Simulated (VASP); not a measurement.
# Sc (P6_3/mmc) in VASP: a series of runs

Runs on Sc. Level: LDA. Tasks: single point, relaxation of cell and atoms.

All numbers are computed with VASP 6.6.1; they aren't measurements. Logs are shortened: lines on timing, memory, paths and dates and some standing lists are left out, and cuts for length are marked.

**1. The cell of the first run**

The structure is hexagonal, space group P6_3/mmc (No. 194). Conventional cell: a = 3.232 Å, b = 3.232 Å, c = 4.982 Å, α = 90.00°, β = 90.00°, γ = 120.00°. Sc (site symmetry -6m2) has 12 Sc at 3.11 to 3.23 Å within 4.1 Å.

**2. Single point, LDA**

File INCAR:

```
PREC = Accurate
ENCUT = 520
EDIFF = 1E-7
ISMEAR = -1
SIGMA = 0.05
LREAL = F
LASPH = T
NELM = 100
ALGO = Normal
ISIF = 2
LWAVE = F
LCHARG = F
NBANDS = 18
```

File KPOINTS:

```
Automatic mesh
0
Gamma
  7 7 4
```

File POSCAR:

```
Sc
1.0
    3.2315741760      0.0000000000      0.0000000000
   -1.6157870880      2.7986253306      0.0000000000
    0.0000000000      0.0000000000      4.9815614326
Sc
2
Direct
    0.3333333333      0.6666666667      0.2500000000
    0.6666666667      0.3333333333      0.7500000000
```

Potentials or basis: VASP PAW LDA potentials, release 64 (Sc_sv).

Run with:

```sh
> cat potpaw_LDA.64/Sc_sv/POTCAR > POTCAR
> mpirun -np 1 vasp_std > vasp.out
```

OUTCAR:

```text
PREC = Accurate
   ENCUT = 520
   EDIFF = 1E-7
   ISMEAR = -1
   LREAL = F
   LASPH = T
   NELM = 100
   ISIF = 2

 ion  position               nearest neighbor table
   1  0.333  0.667  0.250-   2 3.11   2 3.11   2 3.11   2 3.11   2 3.11   2 3.11
   2  0.667  0.333  0.750-   1 3.11   1 3.11   1 3.11   1 3.11   1 3.11   1 3.11

  LATTYP: Found a hexagonal cell.
 ALAT       =     3.2315741760
 C/A-ratio  =     1.5415278008

  Lattice vectors:

 A1 = (   3.2315741760,   0.0000000000,   0.0000000000)
 A2 = (  -1.6157870880,   2.7986253306,   0.0000000000)
 A3 = (   0.0000000000,   0.0000000000,   4.9815614326)

Analysis of symmetry for initial positions (statically):
=====================================================================
 Subroutine PRICEL returns:
 Original cell was already a primitive cell.

 Routine SETGRP: Setting up the symmetry group for a
 hexagonal supercell.

 Subroutine GETGRP returns: Found 24 space group operations
 (whereof 12 operations were pure point group operations)
 out of a pool of 24 trial point group operations.

The static configuration has the point symmetry D_3d.
 The point group associated with its full space group is D_6h.

Analysis of symmetry for dynamics (positions and initial velocities):
=====================================================================
 Subroutine PRICEL returns:
 Original cell was already a primitive cell.

 Routine SETGRP: Setting up the symmetry group for a
 hexagonal supercell.

 Subroutine GETGRP returns: Found 24 space group operations
 (whereof 12 operations were pure point group operations)
 out of a pool of 24 trial point group operations.

The dynamic configuration has the point symmetry D_3d.
 The point group associated with its full space group is D_6h.

 Subroutine INISYM returns: Found 24 space group operations
 (whereof 12 operations are pure point group operations),
 and found     1 'primitive' translations

----------------------------------------------------------------------------------------

                                     Primitive cell

  volume of cell :      45.0531

  direct lattice vectors                    reciprocal lattice vectors
     3.231574176  0.000000000  0.000000000     0.309446711  0.178659142  0.000000000
    -1.615787088  2.798625331  0.000000000     0.000000000  0.357318284  0.000000000
     0.000000000  0.000000000  4.981561433     0.000000000  0.000000000  0.200740273

  length of vectors
[... 77 lines left out ...]
   LSORBIT =      F    spin-orbit coupling
   LASPH  =      T    aspherical Exc in radial PAW
   ENCUT  =  520.0 eV  38.22 Ry    6.18 a.u.   6.01  6.01  9.26*2*pi/ulx,y,z
   NELM   =    100;   NELMIN=  2; NELMDL= -5     # of ELM steps
   EDIFF  = 0.1E-06   stopping-criterion for ELM
   LREAL  =      F    real-space projection
   EDIFFG = 0.1E-05   stopping-criterion for IOM
   NSW    =      0    number of steps for IOM
   IBRION =     -1    ionic relax: 0-MD 1-quasi-New 2-CG
   NFREE  =      0    steps in history (QN), initial steepest desc. (CG)
   ISIF   =      2    stress and relaxation
   ISYM   =      2    0-nonsym 1-usesym 2-fastsym
   POTIM  = 0.5000    time-step for ionic-motion
   TEBEG  =    0.0;   TEEND  =   0.0 temperature during run
   PSTRESS=    0.0 pullay stress
   NELECT =      22.0000    total number of electrons
   NUPDOWN=      -1.0000    fix difference up-down
   EMIN   =  10.00;   EMAX   =-10.00  energy-range for DOS
   EFERMI =   0.00;   METHOD = LEGACY
   ISMEAR =    -1;   SIGMA  =   0.05  broadening in eV -4-tet -1-fermi 0-gaus
   EFERMI_NEDOS =   21; number of points for ismear=-14 and -15
   IALGO  =     38    algorithm
   IMIX   =      4    mixing-type and parameters
     AMIX     =   0.40;   BMIX     =  1.00
     AMIX_MAG =   1.60;   BMIX_MAG =  1.00
  volume/ion in A,a.u.               =      22.53       152.02
  Fermi-wavevector in a.u.,A,eV,Ry     =   1.289162  2.436164 22.612059  1.661939
  Thomas-Fermi vector in A             =   2.421072
   LORBIT       =      0    0 simple, 1 ext, 2 COOP (PROOUT), +10 PAW based schemes
   GGA     = CA    functional components
   LHFCALC =     F    Hartree Fock is set to
   AEXX    =    0.0000 exact exchange contribution
   IVDW    =     0    specifies the selected vdW correction
   LEPSILON=     F    determine dielectric tensor
   LRPA    =     F    only Hartree local field effects (RPA)
 non-spin polarized calculation
  energy-cutoff  :      520.00
  volume of cell :       45.05
 maximum number of plane-waves:      1228
   NGX = 13   NGY = 13   NGZ = 19

 number of electron      21.9999998 magnetization

 Free energy of the ion-electron system (eV)
  ---------------------------------------------------
  ext. energy  EPLUGINS =         0.00000000
  ---------------------------------------------------
  free energy    TOTEN  =       -13.47632930 eV

  energy without entropy =      -13.45196664  energy(sigma->0) =      -13.46414797

 E-fermi :   3.9915     XC(G=0): -10.5206

 val. band max:        3.9542276477   @ k =   0.1429   0.1429   0.0000
 cond. band min:       4.0300514590   @ k =   0.2857   0.1429   0.2500
 fundamental gap:      0.0758238113
 Fermi energy:         3.9914955354

 k-point     1 :       0.0000    0.0000    0.0000
  band No.  band energies     occupation
      1     -44.6045      2.00000
      2     -44.4901      2.00000
      3     -23.8696      2.00000
      4     -23.3990      2.00000
      5     -23.3990      2.00000
      6     -23.3030      2.00000
[... 481 lines left out ...]
      5     -23.5689      2.00000
      6     -23.5689      2.00000
[... 10 lines left out ...]
     17       8.0095      0.00000
     18       8.0095      0.00000

------------------------ aborting loop because EDIFF is reached ----------------------------------------

  FORCE on cell =-STRESS in cart. coord.  units (eV):
  Direction    XX          YY          ZZ          XY          YZ          ZX
  --------------------------------------------------------------------------------------
  -------------------------------------------------------------------------------------
  Total        0.0233134      0.0233134      0.0261562      0.0000000     -0.0000000     -0.0000000
  in kB        0.8290705      0.8290705      0.9301657      0.0000000     -0.0000000     -0.0000000
  external PRESSURE =       0.8627689 kB  Pullay stress =       0.0000000 kB

 VOLUME and BASIS-vectors are now :
 -----------------------------------------------------------------------------
  energy-cutoff  :      520.00
  volume of cell :       45.05
      direct lattice vectors                 reciprocal lattice vectors
     3.231574176  0.000000000  0.000000000     0.309446711  0.178659142  0.000000000
    -1.615787088  2.798625331  0.000000000     0.000000000  0.357318284  0.000000000
     0.000000000  0.000000000  4.981561433     0.000000000  0.000000000  0.200740273

 POSITION                                       TOTAL-FORCE (eV/Angst)
 -----------------------------------------------------------------------------------
     -0.00000      1.86575      1.24539        -0.000000      0.000000      0.000000
      1.61579      0.93288      3.73617         0.000000      0.000000      0.000000
 -----------------------------------------------------------------------------------
    total drift:                               -0.000000      0.000000     -0.000000

  FREE ENERGIE OF THE ION-ELECTRON SYSTEM (eV)
  ---------------------------------------------------
  free  energy   TOTEN  =       -13.4763293045 eV

  energy  without entropy=      -13.4519666445  energy(sigma->0) =      -13.46414797
```

Run time: 12 s. Hardware: 1 thread of Intel Xeon Platinum 8259CL at 2.50GHz (Skylake/Cascade Lake), shared host; peak memory 0.14 GiB.

What came out:

```yaml
Free_energy: -13.4763 eV
Pressure: 0.1 GPa
Band_gap_on_the_k_mesh: zero (band 11 reaches 5.04 eV, above the bottom of band 12 at 3.48 eV)
```

**3. Single point, LDA**

This run uses another cell than the first one, of 22.30 Å³/atom, 0.990 times its volume.

File INCAR:

```
SYSTEM = Sc
ALGO     = Normal         ! electronic algorithm
EDIFF    = 1E-6           ! SCF threshold, eV
ENCUT    = 520            ! plane-wave cutoff, eV
GGA      = CA             ! functional
ISIF     = 2              ! what is computed and relaxed
ISMEAR   = -1             ! smearing method
LASPH    = .TRUE.         ! aspherical terms in the spheres
LCHARG   = .FALSE.        ! write CHGCAR
LREAL    = .FALSE.        ! projectors in reciprocal space
LWAVE    = .FALSE.        ! write WAVECAR
NBANDS   = 18             ! bands
NELM     = 80             ! most SCF steps
PREC     = Accurate       ! precision mode
SIGMA    = 0.05           ! smearing width, eV
```

File KPOINTS:

```
k-points
0
G
  7 7 4
  0 0 0
```

File POSCAR:

```
Sc
1.0
    3.2207661549      0.0000000000      0.0000000000
   -1.6103830774      2.7892653098      0.0000000000
    0.0000000000      0.0000000000      4.9649005676
Sc
2
Direct
    0.3333333333      0.6666666667      0.2500000000
    0.6666666667      0.3333333333      0.7500000000
```

Potentials or basis: VASP PAW LDA potentials, release 64 (Sc_sv).

Run with:

```sh
> cat potpaw_LDA.64/Sc_sv/POTCAR > POTCAR
> mpirun -np 1 vasp_std > vasp.out
```

Run time: 12 s. Hardware: 1 thread of Intel Xeon Platinum 8259CL at 2.50GHz (Skylake/Cascade Lake), shared host; peak memory 0.14 GiB.

It converged, with:

```yaml
Free_energy: -13.4750 eV
Pressure: 0.7 GPa
Band_gap_on_the_k_mesh: zero (band 11 reaches 5.11 eV, above the bottom of band 12 at 3.54 eV)
```

Levels at points of the mesh, in eV from the Fermi level:
| k point | band 8 | band 9 | band 10 | band 11 | band 12 | band 13 |
| --- | --- | --- | --- | --- | --- | --- |
| (0.00, 0.00, 0.00) | -27.21 | -5.24 | -1.77 | 1.05 | 1.64 | 1.64 |
| (0.00, 0.00, 0.50) | -27.31 | -3.55 | -3.55 | 1.06 | 1.06 | 1.52 |

**4. Single point, LDA**

This run uses another cell than the first one, of 22.75 Å³/atom, 1.010 times its volume.

File INCAR:

```
SYSTEM = Sc
  PREC = Accurate
  ENCUT = 520
  EDIFF = 1E-6
  ISMEAR = -1
  SIGMA = 0.05
  LREAL = .False.
  LASPH = .True.
  NELM = 60
  ALGO = Normal
  ISIF = 2
  LWAVE = .False.
  LCHARG = .False.
  NBANDS = 18
```

File KPOINTS:

```
Automatic mesh
0
Gamma
  7 7 4
  0 0 0
```

File POSCAR:

```
Sc
1.0
    3.2423103817      0.0000000000      0.0000000000
   -1.6211551908      2.8079231575      0.0000000000
    0.0000000000      0.0000000000      4.9981115922
Sc
2
Direct
    0.3333333333      0.6666666667      0.2500000000
    0.6666666667      0.3333333333      0.7500000000
```

Potentials or basis: VASP PAW LDA potentials, release 64 (Sc_sv).

Run with:

```sh
> cat potpaw_LDA.64/Sc_sv/POTCAR > POTCAR
> mpirun -np 1 vasp_std > vasp.out
```

OUTCAR:

```text
SYSTEM = Sc
   PREC = Accurate
   ENCUT = 520
   EDIFF = 1E-6
   ISMEAR = -1
   LREAL = .False.
   LASPH = .True.
   NELM = 60
   ISIF = 2

 ion  position               nearest neighbor table
   1  0.333  0.667  0.250-   2 3.12   2 3.12   2 3.12   2 3.12   2 3.12   2 3.12
   2  0.667  0.333  0.750-   1 3.12   1 3.12   1 3.12   1 3.12   1 3.12   1 3.12

  LATTYP: Found a hexagonal cell.
 ALAT       =     3.2423103817
 C/A-ratio  =     1.5415278008

  Lattice vectors:

 A1 = (   3.2423103817,   0.0000000000,   0.0000000000)
 A2 = (  -1.6211551908,   2.8079231575,   0.0000000000)
 A3 = (   0.0000000000,   0.0000000000,   4.9981115922)

Analysis of symmetry for initial positions (statically):
=====================================================================
 Subroutine PRICEL returns:
 Original cell was already a primitive cell.

 Routine SETGRP: Setting up the symmetry group for a
 hexagonal supercell.

 Subroutine GETGRP returns: Found 24 space group operations
 (whereof 12 operations were pure point group operations)
 out of a pool of 24 trial point group operations.

The static configuration has the point symmetry D_3d.
 The point group associated with its full space group is D_6h.

[... 156 lines left out ...]

  energy without entropy =      -13.45128448  energy(sigma->0) =      -13.46358612

 E-fermi :   3.9289     XC(G=0): -10.4781

 val. band max:        3.8897738255   @ k =   0.1429   0.1429   0.0000
 cond. band min:       3.9668155061   @ k =   0.2857   0.1429   0.2500
 fundamental gap:      0.0770416806
 Fermi energy:         3.9288596109

 k-point     1 :       0.0000    0.0000    0.0000
  band No.  band energies     occupation
      1     -44.6888      2.00000
      2     -44.5790      2.00000
      3     -23.9435      2.00000
      4     -23.4884      2.00000
      5     -23.4884      2.00000
      6     -23.3953      2.00000
[... 481 lines left out ...]
      5     -23.6526      2.00000
      6     -23.6526      2.00000
[... 10 lines left out ...]
     17       7.9054      0.00000
     18       7.9054      0.00000

------------------------ aborting loop because EDIFF is reached ----------------------------------------

  FORCE on cell =-STRESS in cart. coord.  units (eV):
  Direction    XX          YY          ZZ          XY          YZ          ZX
  --------------------------------------------------------------------------------------
  -------------------------------------------------------------------------------------
  Total       -0.1556205     -0.1556205     -0.1487154     -0.0000000      0.0000000      0.0000000
  in kB       -5.4793843     -5.4793843     -5.2362532     -0.0000000      0.0000000      0.0000000
  external PRESSURE =      -5.3983406 kB  Pullay stress =       0.0000000 kB

 VOLUME and BASIS-vectors are now :
 -----------------------------------------------------------------------------
  energy-cutoff  :      520.00
  volume of cell :       45.50
      direct lattice vectors                 reciprocal lattice vectors
     3.242310382  0.000000000  0.000000000     0.308422045  0.178067551  0.000000000
    -1.621155191  2.807923157  0.000000000     0.000000000  0.356135102  0.000000000
     0.000000000  0.000000000  4.998111592     0.000000000  0.000000000  0.200075565

 POSITION                                       TOTAL-FORCE (eV/Angst)
 -----------------------------------------------------------------------------------
     -0.00000      1.87195      1.24953         0.000000      0.000000      0.000000
      1.62116      0.93597      3.74858        -0.000000     -0.000000      0.000000
 -----------------------------------------------------------------------------------
    total drift:                                0.000000     -0.000000      0.000000

  FREE ENERGIE OF THE ION-ELECTRON SYSTEM (eV)
  ---------------------------------------------------
  free  energy   TOTEN  =       -13.4758877543 eV

  energy  without entropy=      -13.4512844774  energy(sigma->0) =      -13.46358612
```

Wall time 14 s (1 thread of Intel Xeon Platinum 8259CL at 2.50GHz (Skylake/Cascade Lake), shared host); peak memory 0.14 GiB.

Results:

| Property | Result |
| --- | --- |
| Free energy | -13.4759 eV |
| Pressure | -0.5 GPa |
| Band gap on the k mesh | zero (band 11 reaches 4.98 eV, above the bottom of band 12 at 3.42 eV) |

**5. Relaxation of cell and atoms, LDA**

File INCAR:

```
SYSTEM = Sc
PREC = Accurate ; ENCUT = 600
EDIFF = 1E-7 ; ISMEAR = -1
SIGMA = 0.05 ; LREAL = .False.
LASPH = .True. ; NELM = 80
ALGO = Normal ; ISIF = 3
LWAVE = .False. ; LCHARG = .False.
IBRION = 2 ; NSW = 60
EDIFFG = -0.03
```

File KPOINTS:

```
regular mesh
0
Gamma
  7 7 4
  0 0 0
```

File POSCAR:

```
Sc
1.0
    3.2315741760      0.0000000000      0.0000000000
   -1.6157870880      2.7986253306      0.0000000000
    0.0000000000      0.0000000000      4.9815614326
Sc
2
Direct
    0.3333333333      0.6666666667      0.2500000000
    0.6666666667      0.3333333333      0.7500000000
```

Run with:

```sh
> cat potpaw_LDA.64/Sc_sv/POTCAR > POTCAR
> mpirun -np 1 vasp_std > vasp.out
```

Run time: 17 s. Hardware: 1 thread of Intel Xeon Platinum 8259CL at 2.50GHz (Skylake/Cascade Lake), shared host; peak memory 0.16 GiB.

Results (log left out):

```yaml
Free_energy: -13.4764 eV
Pressure_after_relaxing: 0.1 GPa
Band_gap_on_the_k_mesh: zero (band 11 reaches 5.04 eV, above the bottom of band 12 at 3.48 eV)
```

Final structure:
```
CELL_PARAMETERS angstrom
3.23157 0.00000 0.00000
-1.61579 2.79863 0.00000
0.00000 0.00000 4.98156
ATOMIC_POSITIONS crystal
Sc 0.33333 0.66667 0.25000
Sc 0.66667 0.33333 0.75000
```

Levels at points of the mesh, in eV from the Fermi level:
| k point | band 6 | band 7 | band 8 | band 9 | band 10 | band 11 | band 12 | band 13 | band 14 | band 15 |
| --- | --- | --- | --- | --- | --- | --- | --- | --- | --- | --- |
| (0.00, 0.00, 0.00) | -27.29 | -27.29 | -27.24 | -5.22 | -1.75 | 1.03 | 1.63 | 1.63 | 2.00 | 2.15 |
| (0.00, 0.00, 0.50) | -27.34 | -27.34 | -27.34 | -3.55 | -3.55 | 1.05 | 1.05 | 1.52 | 1.52 | 1.52 |

Caveat: the relaxation stopped at its first step, so nothing moved.

**6. Relaxation of cell and atoms, LDA**

This run uses another cell than the first one, of 24.95 Å³/atom, 1.108 times its volume.

File INCAR:

```
PREC = Accurate
ENCUT = 600
EDIFF = 1E-6
ISMEAR = -1
SIGMA = 0.05
LREAL = False
LASPH = True
NELM = 100
ALGO = Normal
ISIF = 3
LWAVE = False
LCHARG = False
IBRION = 2
NSW = 60
EDIFFG = -0.03
```

File KPOINTS:

```
Automatic mesh
0
Gamma
  7 7 4
```

File POSCAR:

```
Sc
1.0
    3.2800000000      0.0000000000      0.0000000000
   -1.6400000000      2.8405633244      0.0000000000
    0.0000000000      0.0000000000      5.3562400000
Sc
2
Direct
    0.3333333333      0.6666666667      0.2500000000
    0.6666666667      0.3333333333      0.7500000000
```

Potentials or basis: VASP PAW LDA potentials, release 64 (Sc_sv).

Run with:

```sh
> cat potpaw_LDA.64/Sc_sv/POTCAR > POTCAR
> mpirun -np 1 vasp_std > vasp.out
```

Wall time 31 s (1 thread of Intel Xeon 6975P-C (Granite Rapids), shared host); peak memory 0.17 GiB.

The run converged. Its results:

```yaml
Free_energy: -13.4768 eV
Relaxed_volume: 22.54 Å³/atom
Relaxed_cell: a = 3.232 Å, b = 3.232 Å, c = 4.984 Å, α = 90.00°, β = 90.00°, γ = 120.00°
Space_group_after_relaxing_to_0.05_Å: P6_3/mmc (No. 194)
Energy_gained_by_relaxing: 54.1 meV/atom
Ionic_steps: 5
Pressure_after_relaxing: 0.1 GPa
Band_gap_on_the_k_mesh: zero (band 11 reaches 5.04 eV, above the bottom of band 12 at 3.48 eV)
```

The path:
```
step  energy change (eV)  largest force (eV/Å)  pressure (GPa)  volume (Å³)
   1              0.0000                0.0000           -5.17        49.90
   2             -0.0992                0.0000            1.28        44.30
   3             -0.1007                0.0000            0.48        44.85
   4             -0.1073                0.0000            0.23        45.00
   5             -0.1082                0.0000            0.11        45.08
```

Final structure:
```cif
data_structure
_symmetry_space_group_name_H-M 'P 1'
_symmetry_Int_Tables_number 1
_cell_length_a 3.2318
_cell_length_b 3.2318
_cell_length_c 4.9837
_cell_angle_alpha 90.000
_cell_angle_beta 90.000
_cell_angle_gamma 120.000
_cell_volume 45.08
loop_
_atom_site_label
_atom_site_type_symbol
_atom_site_fract_x
_atom_site_fract_y
_atom_site_fract_z
_atom_site_occupancy
Sc1 Sc 0.33333 0.66667 0.25000 1
Sc2 Sc 0.66667 0.33333 0.75000 1
```

Levels at points of the mesh, in eV from the Fermi level:
```tsv
k point	band 8	band 9	band 10	band 11	band 12	band 13
(0.00, 0.00, 0.00)	-27.24	-5.22	-1.75	1.02	1.63	1.63
(0.00, 0.00, 0.50)	-27.34	-3.55	-3.55	1.05	1.05	1.52
```

**7. Summary**

```csv
task,cell,cutoff (eV),gap on the mesh (eV),pressure (GPa)
single point,"a = 3.232, b = 3.232, c = 4.982 Å, angles 90.0, 90.0, 120.0°, 2 atoms",520,none,0.1
single point,"a = 3.221, b = 3.221, c = 4.965 Å, angles 90.0, 90.0, 120.0°, 2 atoms",520,none,0.7
single point,"a = 3.242, b = 3.242, c = 4.998 Å, angles 90.0, 90.0, 120.0°, 2 atoms",520,none,-0.5
relaxation of cell and atoms,"relaxed from a = 3.232, b = 3.232, c = 4.982 Å, angles 90.0, 90.0, 120.0°, 2 atoms",600,none,0.1
relaxation of cell and atoms,"relaxed from a = 3.280, b = 3.280, c = 5.356 Å, angles 90.0, 90.0, 120.0°, 2 atoms",600,none,0.1
```

Alike in all rows: level LDA; potentials or basis VASP PAW LDA potentials, release 64 (Sc_sv); no spin polarisation; k mesh 7 × 7 × 4; smearing fermi-dirac 0.05 eV.

Caveats: the relaxation stopped at its first step, so nothing moved (some runs).

Absolute energies hang on the potentials; compare differences alone.
